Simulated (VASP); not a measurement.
A run of VASP 6.6.1 is set up as follows.

File INCAR:

```
  PREC = Accurate
  ENCUT = 520
  EDIFF = 1E-6
  ISMEAR = 0
  SIGMA = 0.01
  LREAL = False
  LASPH = True
  NELM = 100
  ALGO = Normal
  ISIF = 2
  LWAVE = False
  LCHARG = True
  GGA = PS
  LELF = True
  LVHAR = True
  NBANDS = 11
```

Contents of KPOINTS:

```
regular mesh
0
Gamma
  6 6 6
```

Contents of POSCAR:

```
AlN
1.0
    0.0000000000      2.1839940000      2.1839940000
    2.1839940000      0.0000000000      2.1839940000
    2.1839940000      2.1839940000      0.0000000000
Al N
1 1
Direct
    0.0000000000      0.0000000000      0.0000000000
    0.7500000000      0.7500000000      0.7500000000
```

Potentials or basis: VASP PAW PBE potentials, release 64 (Al, N).

Command:

```bash
$ cat potpaw_PBE.64/Al/POTCAR potpaw_PBE.64/N/POTCAR > POTCAR
$ mpirun -np 1 vasp_std > vasp.out
```

(1) Estimate the band gap on the k mesh.

(2) Estimate the pressure.

## Answers

(1) 3.18 eV, indirect (least direct gap 4.13 eV).

(2) 1.3 GPa.

Caveat: the PAW data sets were made with another functional, which shifts forces and pressure a little.
